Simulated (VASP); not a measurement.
# PbSe in VASP: a series of runs, part 2 of 3

VASP 6.6.1. The steps go on from the part before.

### 3 Electric field gradients, PBE (zz strain of -1 %)

File INCAR:

```
SYSTEM = PbSe
PREC = Accurate ; ENCUT = 520
EDIFF = 1E-8 ; ISMEAR = -1
SIGMA = 0.01 ; LREAL = .False.
LASPH = .True. ; NELM = 60
ALGO = Normal ; ISIF = 2
LWAVE = .False. ; LCHARG = .False.
GGA = PE ; LEFG = .True.
NBANDS = 17
```

File KPOINTS:

```
regular mesh
0
Gamma
  9 9 9
  0 0 0
```

File POSCAR:

```
PbSe
1.0
    0.0000000000      3.0621500000      3.0315285000
    3.0621500000      0.0000000000      3.0315285000
    3.0621500000      3.0621500000      0.0000000000
Pb Se
1 1
Direct
    0.0000000000      0.0000000000      0.0000000000
    0.5000000000      0.5000000000      0.5000000000
```

Potentials or basis: VASP PAW PBE potentials, release 64 (Pb_d, Se).

The run is started by

```
cat potpaw_PBE.64/Pb_d/POTCAR potpaw_PBE.64/Se/POTCAR > POTCAR
mpirun -np 1 vasp_std > vasp.out
```

OUTCAR:

```text
SYSTEM = PbSe
   PREC = Accurate
   ENCUT = 520
   EDIFF = 1E-8
   ISMEAR = -1
   LREAL = .False.
   LASPH = .True.
   NELM = 60
   ISIF = 2
   GGA = PE

 ion  position               nearest neighbor table
   1  0.000  0.000  0.000-   2 3.03   2 3.03   2 3.06   2 3.06   2 3.06   2 3.06
   2  0.500  0.500  0.500-   1 3.03   1 3.03   1 3.06   1 3.06   1 3.06   1 3.06

  LATTYP: Found a body centered tetragonal cell.
 ALAT       =     4.3305340600
 C/A-ratio  =     1.4000714267

  Lattice vectors:

 A1 = (   0.0000000000,  -3.0621500000,  -3.0315285000)
 A2 = (   0.0000000000,   3.0621500000,  -3.0315285000)
 A3 = (   3.0621500000,   0.0000000000,   3.0315285000)

Analysis of symmetry for initial positions (statically):
=====================================================================
 Subroutine PRICEL returns:
 Original cell was already a primitive cell.

 Routine SETGRP: Setting up the symmetry group for a
 body centered tetragonal supercell.

 Subroutine GETGRP returns: Found 16 space group operations
 (whereof 16 operations were pure point group operations)
 out of a pool of 16 trial point group operations.

The static configuration has the point symmetry D_4h.

Analysis of symmetry for dynamics (positions and initial velocities):
=====================================================================
 Subroutine PRICEL returns:
 Original cell was already a primitive cell.

 Routine SETGRP: Setting up the symmetry group for a
 body centered tetragonal supercell.

 Subroutine GETGRP returns: Found 16 space group operations
 (whereof 16 operations were pure point group operations)
 out of a pool of 16 trial point group operations.
[... 151 lines left out ...]
 cond. band min:       5.6772625947   @ k =   0.4444  -0.0000   0.0000
 fundamental gap:      0.6793002465
 Fermi energy:         5.2506049028

 k-point     1 :       0.0000    0.0000    0.0000
  band No.  band energies     occupation
      1     -11.6773      2.00000
      2     -11.6748      2.00000
      3     -11.6747      2.00000
      4     -11.6747      2.00000
      5     -11.6694      2.00000
      6      -8.4924      2.00000
[... 457 lines left out ...]
      4     -11.6290      2.00000
      5     -11.6290      2.00000
      6      -7.0503      2.00000
[... 9 lines left out ...]
     16      16.6952      0.00000
     17      17.7389      0.00000

 [... further k-points ...]
[... 5 lines left out ...]
  --------------------------------------------------------------------------------------
  -------------------------------------------------------------------------------------
  Total        0.8719675      0.8719675      1.3583954      0.0000000     -0.0000000      0.0000000
  in kB       24.5734601     24.5734601     38.2817891      0.0000000     -0.0000000      0.0000000
  external PRESSURE =      29.1429031 kB  Pullay stress =       0.0000000 kB

 VOLUME and BASIS-vectors are now :
 -----------------------------------------------------------------------------
  energy-cutoff  :      520.00
  volume of cell :       56.85
      direct lattice vectors                 reciprocal lattice vectors
     0.000000000  3.062150000  3.031528500    -0.163283967  0.163283967  0.164933300
     3.062150000  0.000000000  3.031528500     0.163283967 -0.163283967  0.164933300
     3.062150000  3.062150000  0.000000000     0.163283967  0.163283967 -0.164933300

 POSITION                                       TOTAL-FORCE (eV/Angst)
 -----------------------------------------------------------------------------------
      0.00000      0.00000      0.00000         0.000000     -0.000000     -0.000000
      3.06215      3.06215      3.03153        -0.000000      0.000000      0.000000
 -----------------------------------------------------------------------------------
    total drift:                                0.000000     -0.000000     -0.000000

  FREE ENERGIE OF THE ION-ELECTRON SYSTEM (eV)
  ---------------------------------------------------
  free  energy   TOTEN  =        -8.1684241697 eV

  energy  without entropy=       -8.1684241697  energy(sigma->0) =       -8.16842417

 Electric field gradients (V/A^2)
---------------------------------------------------------------------
 ion       V_xx      V_yy      V_zz      V_xy      V_xz      V_yz
---------------------------------------------------------------------
   1      15.721    15.721   -31.442     0.000     0.000     0.000
   2       1.291     1.291    -2.582     0.000     0.000     0.000
---------------------------------------------------------------------

 Electric field gradients after diagonalization (V/A^2)
 (convention: |V_zz| > |V_xx| > |V_yy|)
----------------------------------------------------------------------
 ion       V_xx      V_yy      V_zz     asymmetry (V_yy - V_xx)/ V_zz
----------------------------------------------------------------------
   1      15.721    15.721   -31.442       0.000
   2       1.291     1.291    -2.582       0.000
----------------------------------------------------------------------

           NMR quadrupolar parameters

 Cq : quadrupolar parameter    Cq=e*Q*V_zz/h
 eta: asymmetry parameters     (V_yy - V_xx)/ V_zz
 Q  : nuclear electric quadrupole moment in mb (millibarn)
----------------------------------------------------------------------
 ion       Cq(MHz)       eta       Q (mb)
----------------------------------------------------------------------
   1      -0.076       0.000       1.000
   2      -0.006       0.000       1.000
----------------------------------------------------------------------
```

OSZICAR:

```text
N       E                     dE             d eps       ncg     rms          rms(c)
DAV:   1     0.157138577299E+03    0.15714E+03   -0.95287E+03  2566   0.121E+03
DAV:   2     0.341397698538E+01   -0.15372E+03   -0.14870E+03  2704   0.307E+02
DAV:   3    -0.816897103011E+01   -0.11583E+02   -0.11509E+02  3257   0.902E+01
DAV:   4    -0.844225486104E+01   -0.27328E+00   -0.27307E+00  3190   0.152E+01
DAV:   5    -0.845128189421E+01   -0.90270E-02   -0.90265E-02  3591   0.277E+00    0.279E+00
DAV:   6    -0.817038972630E+01    0.28089E+00   -0.68734E-01  3966   0.574E+00    0.159E+00
DAV:   7    -0.816541460194E+01    0.49751E-02   -0.11889E-01  3143   0.167E+00    0.861E-01
DAV:   8    -0.816875932330E+01   -0.33447E-02   -0.12731E-02  3158   0.123E+00    0.154E-01
DAV:   9    -0.816835971829E+01    0.39961E-03   -0.26458E-03  3996   0.512E-01    0.497E-02
DAV:  10    -0.816841740745E+01   -0.57689E-04   -0.22054E-04  2995   0.853E-02    0.185E-02
DAV:  11    -0.816842416381E+01   -0.67564E-05   -0.62809E-05  3464   0.787E-02    0.888E-03
DAV:  12    -0.816842412607E+01    0.37736E-07   -0.34056E-06  3289   0.127E-02    0.258E-03
DAV:  13    -0.816842414596E+01   -0.19891E-07   -0.16093E-07  3423   0.379E-03    0.930E-04
DAV:  14    -0.816842416813E+01   -0.22169E-07   -0.13188E-07  2846   0.246E-03    0.315E-04
DAV:  15    -0.816842416971E+01   -0.15764E-08   -0.48942E-09  2696   0.481E-04
   1 F= -.81684242E+01 E0= -.81684242E+01  d E =-.614652E-13
```

It took 2.8 min on 1 thread of AMD EPYC 7R13, shared host; peak memory 0.2 GiB.

Results:

| Item | Value |
| --- | --- |
| Free energy | -8.1684 eV |
| Pressure | 2.9 GPa |
| Band gap on the k mesh | 0.68 eV, direct |

Electric field gradients, principal values (V/Å²):
```tsv
atom	least	middle	greatest (by size)
1 Pb	15.721	15.721	-31.442
2 Se	1.291	1.291	-2.582
```

Caveat: the cell differs from its parent crystal (zz strain of -1 %); without QUAD_EFG the Cq values of the log hold for a quadrupole moment of 1 mb, not for the nuclei; spin-orbit coupling is left out, which moves the levels of the heavy elements. A k mesh can miss the band edges.

### 4 Electric field gradients, PBE (zz strain of +1 %)

File INCAR:

```
  PREC = Accurate
  ENCUT = 520
  EDIFF = 1E-8
  ISMEAR = -1
  SIGMA = 0.01
  LREAL = F
  LASPH = T
  NELM = 100
  ALGO = Normal
  ISIF = 2
  LWAVE = F
  LCHARG = F
  GGA = PE
  LEFG = T
  NBANDS = 17
```

File KPOINTS:

```
Automatic mesh
0
Gamma
  9 9 9
```

File POSCAR:

```
PbSe
1.0
    0.0000000000      3.0621500000      3.0927715000
    3.0621500000      0.0000000000      3.0927715000
    3.0621500000      3.0621500000      0.0000000000
Pb Se
1 1
Direct
    0.0000000000      0.0000000000      0.0000000000
    0.5000000000      0.5000000000      0.5000000000
```

Potentials or basis: VASP PAW PBE potentials, release 64 (Pb_d, Se).

The run is started by

```
cat potpaw_PBE.64/Pb_d/POTCAR potpaw_PBE.64/Se/POTCAR > POTCAR
mpirun -np 1 vasp_std > vasp.out
```

OUTCAR:

```text
PREC = Accurate
   ENCUT = 520
   EDIFF = 1E-8
   ISMEAR = -1
   LREAL = F
   LASPH = T
   NELM = 100
   ISIF = 2
   GGA = PE

 ion  position               nearest neighbor table
   1  0.000  0.000  0.000-   2 3.06   2 3.06   2 3.06   2 3.06   2 3.09   2 3.09
   2  0.500  0.500  0.500-   1 3.06   1 3.06   1 3.06   1 3.06   1 3.09   1 3.09

  LATTYP: Found a body centered tetragonal cell.
 ALAT       =     4.3305340600
 C/A-ratio  =     1.4283556980

  Lattice vectors:

 A1 = (  -3.0621500000,   0.0000000000,   3.0927715000)
 A2 = (   3.0621500000,   0.0000000000,   3.0927715000)
 A3 = (   0.0000000000,   3.0621500000,  -3.0927715000)

Analysis of symmetry for initial positions (statically):
=====================================================================
 Subroutine PRICEL returns:
 Original cell was already a primitive cell.

 Routine SETGRP: Setting up the symmetry group for a
 body centered tetragonal supercell.

 Subroutine GETGRP returns: Found 16 space group operations
 (whereof 16 operations were pure point group operations)
 out of a pool of 16 trial point group operations.

The static configuration has the point symmetry D_4h.

Analysis of symmetry for dynamics (positions and initial velocities):
=====================================================================
 Subroutine PRICEL returns:
 Original cell was already a primitive cell.

 Routine SETGRP: Setting up the symmetry group for a
 body centered tetragonal supercell.

 Subroutine GETGRP returns: Found 16 space group operations
 (whereof 16 operations were pure point group operations)
[... 151 lines left out ...]
 val. band max:        4.7530070562   @ k =   0.4444   0.0000   0.0000
 cond. band min:       5.4591302092   @ k =   0.4444   0.0000   0.0000
 fundamental gap:      0.7061231530
 Fermi energy:         5.0180113486

 k-point     1 :       0.0000    0.0000    0.0000
  band No.  band energies     occupation
      1     -11.8915      2.00000
      2     -11.8915      2.00000
      3     -11.8892      2.00000
      4     -11.8885      2.00000
      5     -11.8830      2.00000
      6      -8.5701      2.00000
[... 457 lines left out ...]
      4     -11.8510      2.00000
      5     -11.8510      2.00000
      6      -7.2634      2.00000
[... 9 lines left out ...]
     16      16.3933      0.00000
     17      17.4832      0.00000

 [... further k-points ...]
[... 5 lines left out ...]
  --------------------------------------------------------------------------------------
  -------------------------------------------------------------------------------------
  Total        0.7880735      0.7880735      0.3560117      0.0000000      0.0000000      0.0000000
  in kB       21.7694051     21.7694051      9.8343144      0.0000000      0.0000000      0.0000000
  external PRESSURE =      17.7910416 kB  Pullay stress =       0.0000000 kB

 VOLUME and BASIS-vectors are now :
 -----------------------------------------------------------------------------
  energy-cutoff  :      520.00
  volume of cell :       58.00
      direct lattice vectors                 reciprocal lattice vectors
     0.000000000  3.062150000  3.092771500    -0.163283967  0.163283967  0.161667294
     3.062150000  0.000000000  3.092771500     0.163283967 -0.163283967  0.161667294
     3.062150000  3.062150000  0.000000000     0.163283967  0.163283967 -0.161667294

 POSITION                                       TOTAL-FORCE (eV/Angst)
 -----------------------------------------------------------------------------------
      0.00000      0.00000      0.00000         0.000000     -0.000000     -0.000000
      3.06215      3.06215      3.09277        -0.000000      0.000000      0.000000
 -----------------------------------------------------------------------------------
    total drift:                                0.000000     -0.000000     -0.000000

  FREE ENERGIE OF THE ION-ELECTRON SYSTEM (eV)
  ---------------------------------------------------
  free  energy   TOTEN  =        -8.1855603453 eV

  energy  without entropy=       -8.1855603453  energy(sigma->0) =       -8.18556035

 Electric field gradients (V/A^2)
---------------------------------------------------------------------
 ion       V_xx      V_yy      V_zz      V_xy      V_xz      V_yz
---------------------------------------------------------------------
   1     -15.068   -15.068    30.136     0.001     0.001     0.001
   2      -1.114    -1.114     2.228     0.000     0.000     0.000
---------------------------------------------------------------------

 Electric field gradients after diagonalization (V/A^2)
 (convention: |V_zz| > |V_xx| > |V_yy|)
----------------------------------------------------------------------
 ion       V_xx      V_yy      V_zz     asymmetry (V_yy - V_xx)/ V_zz
----------------------------------------------------------------------
   1     -15.069   -15.067    30.136       0.000
   2      -1.114    -1.114     2.228       0.000
----------------------------------------------------------------------

           NMR quadrupolar parameters

 Cq : quadrupolar parameter    Cq=e*Q*V_zz/h
 eta: asymmetry parameters     (V_yy - V_xx)/ V_zz
 Q  : nuclear electric quadrupole moment in mb (millibarn)
----------------------------------------------------------------------
 ion       Cq(MHz)       eta       Q (mb)
----------------------------------------------------------------------
   1       0.073       0.000       1.000
   2       0.005       0.000       1.000
----------------------------------------------------------------------
```

Wall time 2.9 min (1 thread of AMD EPYC 7R13, shared host); peak memory 0.2 GiB.

Results:

```
Free energy            : -8.1856 eV
Pressure               : 1.8 GPa
Band gap on the k mesh : 0.71 eV, direct
```

Stress tensor (GPa, compression positive):
```
2.18 0.00 0.00
0.00 2.18 0.00
0.00 0.00 0.98
```

Electric field gradients, principal values (V/Å²):
| atom | least | middle | greatest (by size) |
| --- | --- | --- | --- |
| 1 Pb | -15.067 | -15.069 | 30.136 |
| 2 Se | -1.114 | -1.114 | 2.228 |

Caveat: the cell differs from its parent crystal (zz strain of +1 %); without QUAD_EFG the Cq values of the log hold for a quadrupole moment of 1 mb, not for the nuclei; spin-orbit coupling is left out, which moves the levels of the heavy elements.

### 5 Electric field gradients, PBE (zz strain of +2 %)

File INCAR:

```
PREC = Accurate
ENCUT = 520
EDIFF = 1E-8
ISMEAR = -1
SIGMA = 0.01
LREAL = F
LASPH = T
NELM = 60
ALGO = Normal
ISIF = 2
LWAVE = F
LCHARG = F
GGA = PE
LEFG = T
NBANDS = 17
```

KPOINTS is that of step 4.

File POSCAR:

```
PbSe
1.0
    0.0000000000      3.0621500000      3.1233930000
    3.0621500000      0.0000000000      3.1233930000
    3.0621500000      3.0621500000      0.0000000000
Pb Se
1 1
Direct
    0.0000000000      0.0000000000      0.0000000000
    0.5000000000      0.5000000000      0.5000000000
```

Potentials or basis: VASP PAW PBE potentials, release 64 (Pb_d, Se).

The run is started by

```
cat potpaw_PBE.64/Pb_d/POTCAR potpaw_PBE.64/Se/POTCAR > POTCAR
mpirun -np 1 vasp_std > vasp.out
```

OUTCAR:

```text
PREC = Accurate
   ENCUT = 520
   EDIFF = 1E-8
   ISMEAR = -1
   LREAL = F
   LASPH = T
   NELM = 60
   ISIF = 2
   GGA = PE

 ion  position               nearest neighbor table
   1  0.000  0.000  0.000-   2 3.06   2 3.06   2 3.06   2 3.06   2 3.12   2 3.12
   2  0.500  0.500  0.500-   1 3.06   1 3.06   1 3.06   1 3.06   1 3.12   1 3.12

  LATTYP: Found a body centered tetragonal cell.
 ALAT       =     4.3305340600
 C/A-ratio  =     1.4424978336

  Lattice vectors:
[... 693 lines left out ...]

  FREE ENERGIE OF THE ION-ELECTRON SYSTEM (eV)
  ---------------------------------------------------
  free  energy   TOTEN  =        -8.1870962477 eV

  energy  without entropy=       -8.1870962477  energy(sigma->0) =       -8.18709625

 Electric field gradients (V/A^2)
---------------------------------------------------------------------
 ion       V_xx      V_yy      V_zz      V_xy      V_xz      V_yz
---------------------------------------------------------------------
   1     -29.506   -29.506    59.013     0.000     0.000     0.000
   2      -2.056    -2.056     4.112     0.000     0.000     0.000
---------------------------------------------------------------------

 Electric field gradients after diagonalization (V/A^2)
 (convention: |V_zz| > |V_xx| > |V_yy|)
----------------------------------------------------------------------
 ion       V_xx      V_yy      V_zz     asymmetry (V_yy - V_xx)/ V_zz
----------------------------------------------------------------------
   1     -29.507   -29.506    59.013       0.000
   2      -2.056    -2.056     4.112       0.000
----------------------------------------------------------------------

           NMR quadrupolar parameters

 Cq : quadrupolar parameter    Cq=e*Q*V_zz/h
 eta: asymmetry parameters     (V_yy - V_xx)/ V_zz
 Q  : nuclear electric quadrupole moment in mb (millibarn)
----------------------------------------------------------------------
 ion       Cq(MHz)       eta       Q (mb)
----------------------------------------------------------------------
   1       0.143       0.000       1.000
   2       0.010       0.000       1.000
----------------------------------------------------------------------
```

stdout:

```text
POSCAR found type information on POSCAR PbSe
 POSCAR found :  2 types and       2 ions
 scaLAPACK will be used
 LDA part: xc-table for (Slater+PW92), standard interpolation
 POSCAR, INCAR and KPOINTS ok, starting setup
 FFT: planning ... GRIDC
 FFT: planning ... GRID_SOFT
 FFT: planning ... GRID
 WAVECAR not read
 entering main loop
ion   1

ion   2
```

Wall time 3.5 min (1 thread of AMD EPYC 7R13, shared host); peak memory 0.21 GiB.

Results:

```yaml
Free_energy: -8.1871 eV
Pressure: 1.3 GPa
Band_gap_on_the_k_mesh: 0.71 eV, direct
```

Electric field gradients, principal values (V/Å²):
| atom | least | middle | greatest (by size) |
| --- | --- | --- | --- |
| 1 Pb | -29.506 | -29.507 | 59.013 |
| 2 Se | -2.056 | -2.056 | 4.112 |

Caveat: the cell differs from its parent crystal (zz strain of +2 %); without QUAD_EFG the Cq values of the log hold for a quadrupole moment of 1 mb, not for the nuclei; spin-orbit coupling is left out, which moves the levels of the heavy elements. A k mesh can miss the band edges.

(Part 2 of 3 ends here.)
